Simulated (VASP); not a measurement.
Runs of VASP 6.6.1 on MgH2. The structure is that of space group P4_122 (No. 91), or close to it. The cells are those of the table. 

```tsv
task	level	cell	k mesh	cutoff (eV)	smearing	k mesh for the DOS	occupations for the DOS	gap on the mesh (eV)	pressure (GPa)	relaxed volume (Å³/atom)	largest force (eV/Å)
single point	PBE	a = 6.187, b = 6.187, c = 4.776 Å, 12 atoms	4 × 4 × 4	520	gaussian 0.1 eV	-	-	5.00	14.3	-	1.06
single point	PBE	a = 5.414, b = 6.796, c = 6.796 Å, 12 atoms	4 × 2 × 2	520	gaussian 0.1 eV	-	-	5.13	-0.1	-	0.01
single point	PBE	a = 6.796, b = 6.796, c = 5.414 Å, 12 atoms	4 × 4 × 4	520	gaussian 0.02 eV	-	-	5.13	-0.1	-	0.01
single point	PBE	a = 6.763, b = 6.763, c = 5.380 Å, 12 atoms	4 × 4 × 4	520	gaussian 0.1 eV	-	-	5.14	0.1	-	0.01
relaxation of cell and atoms	PBE	relaxed from a = 6.763, b = 6.763, c = 5.380 Å, 12 atoms	4 × 4 × 4	600	gaussian 0.02 eV	-	-	5.14	0.0	(b)	0.01
relaxation of cell and atoms	PBE	relaxed from a = 6.187, b = 6.187, c = 4.776 Å, 12 atoms	4 × 4 × 4	600	gaussian 0.1 eV	-	-	5.14	-0.1	20.83	0.03
single point	PBE	a = 5.403, b = 6.794, c = 6.789 Å, angles 90.3, 89.7, 89.8°, 12 atoms	4 × 2 × 2	520	gaussian 0.1 eV	-	-	(a)	0.0	-	0.03
```

Alike in all rows: potentials or basis VASP PAW PBE potentials, release 64 (Mg, H); no spin polarisation.

Problem. Fill in the values left out.

Solution. (a) 5.12; (b) 20.77.

Caveats: some runs use coarse meshes; forces of over 1 eV/Å act on the atoms, so gaps and moduli don't describe the material at rest (some runs); the volume moved by over 15 % at a fixed basis, so the end points are rough (some runs).

A k mesh can miss the band edges.
